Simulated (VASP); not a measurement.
**MoS2: single point with PBEsol**

MoS2:

```xyz
3
Lattice="1.5366 0.8872 5.7913 -1.5366 0.8872 5.7913 0.0000 -1.7743 5.7913" Properties=species:S:1:pos:R:3 pbc="T T T"
Mo    0.0000    0.0000    0.0000
S     0.0000    0.0000    4.1806
S     0.0000    0.0000   13.1932
```

```yaml
Program: VASP 6.6.1
Task: single point
Functional: PBEsol
Potentials_or_basis: VASP PAW PBE potentials, release 64 (Mo_sv, S)
Cutoff: 520 eV
k_mesh: 10 × 10 × 10
Occupations: fermi-dirac, width 0.05 eV
Spin: no spin polarisation
Dipole_correction: no
Further_INCAR_settings: ALGO = Normal; EDIFF = 1e-06; NBANDS = 20
```

```
Pressure               : 5.1 GPa
Largest force          : 0.003 eV/Å
Band gap on the k mesh : zero (bands 13 and 14 overlap by 0.24 eV)
```

Forces on the atoms (eV/Å):
```
Mo   0.000  0.000  0.000
S    0.000  0.000  0.003
S    0.000  0.000 -0.003
```

Levels at points of the mesh, in eV from the Fermi level:
| k point | band 9 | band 10 | band 11 | band 12 | band 13 | band 14 | band 15 | band 16 | band 17 | band 18 |
| --- | --- | --- | --- | --- | --- | --- | --- | --- | --- | --- |
| (0.00, 0.00, 0.00) | -3.64 | -1.83 | -1.12 | -0.73 | -0.73 | 0.33 | 0.33 | 3.30 | 3.30 | 6.40 |
| (0.50, 0.00, 0.00) | -5.72 | -4.04 | -2.64 | -2.10 | -1.07 | 1.68 | 2.41 | 3.08 | 4.15 | 5.44 |
| (0.50, 0.50, 0.00) | -4.54 | -3.83 | -2.83 | -2.76 | -1.68 | 1.68 | 1.90 | 4.10 | 4.69 | 5.20 |
| (0.50, 0.50, 0.50) | -3.58 | -3.58 | -0.70 | -0.70 | 0.01 | 0.03 | 0.03 | 3.60 | 3.60 | 6.69 |

It took 9 min on 1 thread of Intel Xeon 8259CL, on a shared host, peak memory 0.37 GiB.

Caveat: the cell stands under pressure; the PAW data sets were made with another functional, which shifts forces and pressure a little.
